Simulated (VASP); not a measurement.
Al2O3:

```
Al O
1.0
     4.79305    0.00000    0.00000
    -2.39653    4.15090    0.00000
     0.00000    0.00000    8.96665
Al O
8 12
Direct
  0.33333 0.66667 0.96282
  0.33333 0.66667 0.25000
  0.00000 0.00000 0.00000
  0.00000 0.00000 0.50000
  0.33333 0.66667 0.53718
  0.66667 0.33333 0.03718
  0.66667 0.33333 0.75000
  0.66667 0.33333 0.46282
  0.03182 0.67665 0.11196
  0.96818 0.64482 0.61196
  0.03182 0.35518 0.38804
  0.96818 0.32335 0.88804
  0.32335 0.35518 0.11196
  0.35518 0.32335 0.61196
  0.32335 0.96818 0.38804
  0.35518 0.03182 0.88804
  0.64482 0.67665 0.38804
  0.67665 0.64482 0.88804
  0.64482 0.96818 0.11196
  0.67665 0.03182 0.61196
```

Base run:

* Program: VASP 6.6.1
* Functional: PBE
* Potentials or basis: VASP PAW PBE potentials, release 64 (Al, O)
* Cutoff: 520 eV
* k mesh: 6 × 6 × 3
* Occupations: fermi-dirac, width 0.02 eV
* Spin: no spin polarisation

Its results: band gap on the k mesh 5.90 eV, direct; pressure 7.9 GPa; largest force 0.257 eV/Å.

Problem. After a change of settings the same cell gave: band gap on the k mesh 6.79 eV, direct; pressure 0.3 GPa; largest force 0.026 eV/Å. Which change was it?
A. k mesh from 6 × 6 × 3 to 6 × 6 × 3, shifted; further incar settings from LREAL = Auto; ALGO = Normal; EDIFF = 1e-08; NBANDS = 64 to LREAL = Auto; ALGO = Normal; EDIFF = 1e-08; NBANDS = 64; ISYM = 0
B. k mesh from 6 × 6 × 3 to 8 × 8 × 4
C. functional from PBE to r2SCAN

Solution. C.

r2SCAN gives the wider gap, since meta-GGAs in the generalised Kohn-Sham scheme recover part of the derivative discontinuity.

Caveats: the PAW data sets were made with another functional, which shifts forces and pressure a little (some runs).
